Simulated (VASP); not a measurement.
The system is Cr.

```
Cr
1.0
     2.71400    0.00000    0.00000
    -1.35700    2.35039    0.00000
     0.00000    0.00000    4.41000
Cr
2
Direct
  0.66667 0.33333 0.75000
  0.33333 0.66667 0.25000
```

This isn't the form of Cr at room conditions, which is bcc.

Base run:

| Item | Value |
| --- | --- |
| Program | VASP 6.6.1 |
| Functional | PBEsol |
| Potentials or basis | VASP PAW PBE potentials, release 64 (Cr_pv) |
| Cutoff | 520 eV |
| k mesh | 9 × 9 × 5 |
| Occupations | fermi-dirac, width 0.05 eV |
| Spin | collinear spin, ferromagnetic start |
| Starting moments | [0.75, 0.75] μB |
| Fixed moment | 1.5 μB |

Its results: pressure -32.6 GPa; site moments Cr +0.70 μB.

**Question.** The run is repeated on the same cell with these changes: fixed moment from 1.5 μB to 12 μB; moments at the start from [0.75, 0.75] to [6.0, 6.0]. What comes out?

**Answer.** Pressure 101.5 GPa; site moments Cr +5.00 μB.

Caveats: the PAW data sets were made with another functional, which shifts forces and pressure a little; the total moment is fixed, so each spin has its own Fermi level and the state may be an excited one; the stress differs along the axes, from -35 to -29 GPa (at least some runs); the cell stands under pressure (at least some runs).
